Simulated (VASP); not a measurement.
# Al4Pt (Pm-3m) in VASP: further runs, part 3 of 3

VASP 6.6.1.

**4. Relaxation of cell and atoms, PBE**

The input, INCAR:

```
SYSTEM = Al4Pt
PREC = Accurate
ENCUT = 600
EDIFF = 1E-7
ISMEAR = 0
SIGMA = 0.1
LREAL = .False.
LASPH = .True.
NELM = 80
ALGO = Fast
ISIF = 3
LWAVE = .False.
LCHARG = .False.
GGA = PE
IBRION = 2
NSW = 90
EDIFFG = -0.04
```

The input, KPOINTS:

```
regular mesh
0
Gamma
  4 4 4
  0 0 0
```

The input, POSCAR:

```
Al4Pt
1.0
    4.1226098800      0.0000000000      0.0000000000
    0.0000000000      4.1226098800      0.0000000000
    0.0000000000      0.0000000000      4.1226098800
Al Pt
4 1
Direct
    0.0000000000      0.5000000000      0.5000000000
    0.5000000000      0.5000000000      0.0000000000
    0.5000000000      0.0000000000      0.5000000000
    0.0000000000      0.0000000000      0.0000000000
    0.5000000000      0.5000000000      0.5000000000
```

Potentials or basis: VASP PAW PBE potentials, release 64 (Al, Pt).

On the command line:

```
cat potpaw_PBE.64/Al/POTCAR potpaw_PBE.64/Pt/POTCAR > POTCAR
mpirun -np 1 vasp_std > vasp.out
```

OUTCAR:

```text
SYSTEM = Al4Pt
   PREC = Accurate
   ENCUT = 600
   EDIFF = 1E-7
   ISMEAR = 0
   LREAL = .False.
   LASPH = .True.
   NELM = 80
   ISIF = 3
   GGA = PE
   IBRION = 2
   NSW = 90
   EDIFFG = -0.04

 ion  position               nearest neighbor table
   1  0.000  0.500  0.500-   5 2.06   5 2.06   4 2.92   2 2.92   2 2.92   4 2.92   3 2.92   4 2.92
                             4 2.92   2 2.92   3 2.92   3 2.92   2 2.92   3 2.92
   2  0.500  0.500  0.000-   5 2.06   5 2.06   4 2.92   1 2.92   1 2.92   3 2.92   3 2.92   3 2.92
                             4 2.92   3 2.92   1 2.92   4 2.92   1 2.92   4 2.92
   3  0.500  0.000  0.500-   5 2.06   5 2.06   4 2.92   1 2.92   2 2.92   4 2.92   1 2.92   2 2.92
                             2 2.92   2 2.92   1 2.92   4 2.92   4 2.92   1 2.92
   4  0.000  0.000  0.000-   1 2.92   2 2.92   3 2.92   1 2.92   3 2.92   1 2.92   2 2.92   1 2.92
                             2 2.92   3 2.92   3 2.92   2 2.92
   5  0.500  0.500  0.500-   1 2.06   2 2.06   3 2.06   2 2.06   3 2.06   1 2.06

  LATTYP: Found a simple cubic cell.
 ALAT       =     4.1226098800
[... 171 lines left out ...]
  ext. energy  EPLUGINS =         0.00000000
  ---------------------------------------------------
  free energy    TOTEN  =       -14.19569313 eV

  energy without entropy =      -14.17676168  energy(sigma->0) =      -14.18622741

 E-fermi :  10.7332     XC(G=0): -11.2361

 val. band max:       10.7306224461   @ k =   0.2500   0.2500   0.2500
 cond. band min:      10.8049666875   @ k =   0.0000   0.0000   0.0000
 fundamental gap:      0.0743442414
 Fermi energy:        10.7331561638
[... 746 lines left out ...]
--------------------------------------- Ionic step        6  -------------------------------------------

 number of electron      22.0000002 magnetization

 Free energy of the ion-electron system (eV)
  ---------------------------------------------------
  ext. energy  EPLUGINS =         0.00000000
  ---------------------------------------------------
  free energy    TOTEN  =       -21.21988862 eV

  energy without entropy =      -21.20539376  energy(sigma->0) =      -21.21264119

 E-fermi :   5.8230     XC(G=0):  -9.4493

 val. band max:        5.7423297188   @ k =   0.2500   0.2500   0.2500
 cond. band min:       5.8716863481   @ k =   0.0000   0.0000   0.0000
 fundamental gap:      0.1293566293
 Fermi energy:         5.8229516121
[... 210 lines left out ...]
  FREE ENERGIE OF THE ION-ELECTRON SYSTEM (eV)
  ---------------------------------------------------
  free  energy   TOTEN  =       -21.2198886185 eV

  energy  without entropy=      -21.2053937649  energy(sigma->0) =      -21.21264119

 reached required accuracy - stopping structural energy minimisation
```

It took 3.2 min on 1 thread of Intel Xeon 6975P-C, shared host; peak memory 0.21 GiB.

What came out:

| Quantity | Value |
| --- | --- |
| Free energy | -21.2199 eV |
| Relaxed volume | 21.87 Å³/atom |
| Relaxed cell | a = 4.782 Å, b = 4.782 Å, c = 4.782 Å, α = 90.00°, β = 90.00°, γ = 90.00° |
| Space group after relaxing (to 0.05 Å) | Pm-3m (No. 221) |
| Energy gained by relaxing | 1404.8 meV/atom |
| Ionic steps | 6 |
| Pressure after relaxing | -0.2 GPa |
| Band gap on the k mesh | zero (band 11 reaches 6.57 eV, above the bottom of band 12 at 4.42 eV) |

Step by step:
| step | energy change (eV) | largest force (eV/Å) | pressure (GPa) | volume (Å³) |
| --- | --- | --- | --- | --- |
| 1 | 0.0000 | 0.0000 | 82.87 | 70.07 |
| 2 | -3.4399 | 0.0000 | -11.17 | 172.27 |
| 3 | -6.5843 | 0.0000 | -0.87 | 111.30 |
| 4 | -7.0206 | 0.0000 | -0.90 | 110.35 |
| 5 | -5.7142 | 0.0000 | 24.55 | 88.69 |
| 6 | -7.0242 | 0.0000 | -0.21 | 109.34 |

Final structure:
```cif
data_structure
_symmetry_space_group_name_H-M 'P 1'
_symmetry_Int_Tables_number 1
_cell_length_a 4.7818
_cell_length_b 4.7818
_cell_length_c 4.7818
_cell_angle_alpha 90.000
_cell_angle_beta 90.000
_cell_angle_gamma 90.000
_cell_volume 109.34
loop_
_atom_site_label
_atom_site_type_symbol
_atom_site_fract_x
_atom_site_fract_y
_atom_site_fract_z
_atom_site_occupancy
Al1 Al 0.00000 0.50000 0.50000 1
Al2 Al 0.50000 0.50000 0.00000 1
Al3 Al 0.50000 0.00000 0.50000 1
Al4 Al 0.00000 0.00000 0.00000 1
Pt1 Pt 0.50000 0.50000 0.50000 1
```

Levels at points of the mesh, in eV from the Fermi level:
| k point | band 7 | band 8 | band 9 | band 10 | band 11 | band 12 | band 13 | band 14 | band 15 |
| --- | --- | --- | --- | --- | --- | --- | --- | --- | --- |
| (0.00, 0.00, 0.00) | -3.39 | -2.57 | -2.57 | -2.57 | 0.05 | 0.05 | 2.72 | 2.72 | 3.19 |
| (0.50, 0.00, 0.00) | -4.34 | -1.82 | -1.35 | -1.35 | -0.37 | 0.43 | 0.46 | 0.46 | 1.22 |
| (0.50, 0.50, 0.00) | -4.60 | -4.60 | -3.41 | -0.25 | 0.75 | 0.75 | 0.96 | 1.79 | 1.90 |
| (0.50, 0.50, 0.50) | -4.72 | -4.72 | -4.72 | -4.15 | -1.40 | -1.40 | -1.40 | 6.78 | 6.78 |

Caveat: the k points lie up to 0.33 Å⁻¹ apart in the final cell; the volume moved by over 15 % at a fixed basis, so the end points are rough; spin-orbit coupling is left out, which moves the levels of the heavy elements.

**5. Single point, PBE**

This run uses another cell than the first one, of 21.87 Å³/atom, 1.561 times its volume.

The input, INCAR:

```
ALGO = Normal ; EDIFF = 1E-7
ENCUT = 520 ; GGA = PE
ISIF = 2 ; ISMEAR = 0
LASPH = T ; LCHARG = F
LREAL = F ; LWAVE = F
NBANDS = 19 ; NELM = 100
PREC = Accurate ; SIGMA = 0.1
```

The input, KPOINTS:

```
k-points
0
Gamma
  8 8 8
```

Changes to POSCAR since step 4:

```diff
@@ -2,5 +2,5 @@
 1.0
-    4.1226098800      0.0000000000      0.0000000000
-    0.0000000000      4.1226098800      0.0000000000
-    0.0000000000      0.0000000000      4.1226098800
+    4.7821474096      0.0000000000      0.0000000000
+    0.0000000000      4.7821474096      0.0000000000
+    0.0000000000      0.0000000000      4.7821474096
 Al Pt
```

On the command line:

```
cat potpaw_PBE.64/Al/POTCAR potpaw_PBE.64/Pt/POTCAR > POTCAR
mpirun -np 1 vasp_std > vasp.out
```

Run time: 78 s. Hardware: 1 thread of Intel Xeon 6975P-C, shared host; peak memory 0.24 GiB.

The run converged. Its results:

```yaml
Free_energy: -21.2573 eV
Pressure: -0.1 GPa
Band_gap_on_the_k_mesh: zero (band 11 reaches 6.73 eV, above the bottom of band 12 at 4.42 eV)
```

Levels at points of the mesh, in eV from the Fermi level:
```
           k point  band 9  band 10  band 11  band 12  band 13  band 14
(0.00, 0.00, 0.00)   -2.59    -2.59     0.02     0.02     2.70     2.70
(0.50, 0.00, 0.00)   -1.39    -1.39    -0.39     0.41     0.45     0.45
(0.50, 0.50, 0.00)   -3.43    -0.30     0.73     0.73     0.96     1.76
(0.50, 0.50, 0.50)   -4.76    -4.13    -1.42    -1.42    -1.42     6.75
```

Caveat: spin-orbit coupling is left out, which moves the levels of the heavy elements.

**6. Relaxation of cell and atoms, PBE**

This run uses another cell than the first one, of 21.78 Å³/atom, 1.554 times its volume.

The input, INCAR:

```
SYSTEM = Al4Pt
PREC = Accurate ; ENCUT = 600
EDIFF = 1E-6 ; ISMEAR = 0
SIGMA = 0.1 ; LREAL = .FALSE.
LASPH = .TRUE. ; NELM = 60
ALGO = Normal ; ISIF = 3
LWAVE = .FALSE. ; LCHARG = .FALSE.
GGA = PE ; IBRION = 2
NSW = 100 ; EDIFFG = -0.01
```

The input, KPOINTS:

```
Automatic mesh
0
G
  8 8 8
  0 0 0
```

Changes to POSCAR since step 5:

```diff
@@ -2,5 +2,5 @@
 1.0
-    4.7821474096      0.0000000000      0.0000000000
-    0.0000000000      4.7821474096      0.0000000000
-    0.0000000000      0.0000000000      4.7821474096
+    4.7751059444      0.0000000000      0.0000000000
+    0.0000000000      4.7751059444      0.0000000000
+    0.0000000000      0.0000000000      4.7751059444
 Al Pt
```

Potentials or basis: VASP PAW PBE potentials, release 64 (Al, Pt).

On the command line:

```
cat potpaw_PBE.64/Al/POTCAR potpaw_PBE.64/Pt/POTCAR > POTCAR
mpirun -np 1 vasp_std > vasp.out
```

Run time: 3.1 min. Hardware: 1 thread of Intel Xeon 6975P-C, shared host; peak memory 0.29 GiB.

Results (log left out):

| Quantity | Value |
| --- | --- |
| Free energy | -21.2573 eV |
| Relaxed volume | 21.86 Å³/atom |
| Relaxed cell | a = 4.781 Å, b = 4.781 Å, c = 4.781 Å, α = 90.00°, β = 90.00°, γ = 90.00° |
| Space group after relaxing (to 0.05 Å) | Pm-3m (No. 221) |
| Energy gained by relaxing | 0.1 meV/atom |
| Ionic steps | 3 |
| Pressure after relaxing | 0.0 GPa |
| Band gap on the k mesh | zero (band 11 reaches 6.74 eV, above the bottom of band 12 at 4.43 eV) |

The path:
```csv
step,energy change (eV),largest force (eV/Å),pressure (GPa),volume (Å³)
1,0.0000,0.0000,0.30,108.88
2,-0.0002,0.0000,-0.17,109.52
3,-0.0004,0.0000,0.01,109.28
```

Final structure:
```xyz
5
Lattice="4.7809 0.0000 0.0000 0.0000 4.7809 0.0000 0.0000 0.0000 4.7809" Properties=species:S:1:pos:R:3 pbc="T T T"
Al    0.0000    2.3905    2.3905
Al    2.3905    2.3905    0.0000
Al    2.3905    0.0000    2.3905
Al    0.0000    0.0000    0.0000
Pt    2.3905    2.3905    2.3905
```

Levels at points of the mesh, in eV from the Fermi level:
| k point | band 7 | band 8 | band 9 | band 10 | band 11 | band 12 | band 13 | band 14 | band 15 |
| --- | --- | --- | --- | --- | --- | --- | --- | --- | --- |
| (0.00, 0.00, 0.00) | -3.39 | -2.60 | -2.60 | -2.60 | 0.02 | 0.02 | 2.70 | 2.70 | 2.70 |
| (0.50, 0.00, 0.00) | -4.39 | -1.82 | -1.39 | -1.39 | -0.39 | 0.41 | 0.45 | 0.45 | 1.19 |
| (0.50, 0.50, 0.00) | -4.65 | -4.65 | -3.43 | -0.30 | 0.73 | 0.73 | 0.96 | 1.76 | 1.89 |
| (0.50, 0.50, 0.50) | -4.76 | -4.76 | -4.76 | -4.13 | -1.42 | -1.42 | -1.42 | 6.75 | 6.75 |

Caveat: spin-orbit coupling is left out, which moves the levels of the heavy elements.

**7. The runs side by side**

```csv
task,cell,k mesh,cutoff (eV),gap on the mesh (eV),pressure (GPa),relaxed volume (Å³/atom)
single point,"a = 4.123 Å, 5 atoms",4 × 4 × 4,520,none,82.9,-
single point,"a = 4.775 Å, 5 atoms",4 × 4 × 4,520,none,0.1,-
relaxation of cell and atoms,"relaxed from a = 4.123 Å, 5 atoms",4 × 4 × 4,600,none,-0.2,21.87
single point,"a = 4.782 Å, 5 atoms",8 × 8 × 8,520,none,-0.1,-
relaxation of cell and atoms,"relaxed from a = 4.775 Å, 5 atoms",8 × 8 × 8,600,none,0.0,21.86
```

Alike in all rows: level PBE; potentials or basis VASP PAW PBE potentials, release 64 (Al, Pt); no spin polarisation; smearing gaussian 0.1 eV.

Caveats: some runs use coarse meshes; spin-orbit coupling is left out, which moves the levels of the heavy elements; the volume moved by over 15 % at a fixed basis, so the end points are rough (some runs).

Total energies depend on the potentials used, so only differences within one code and one set of settings carry meaning.
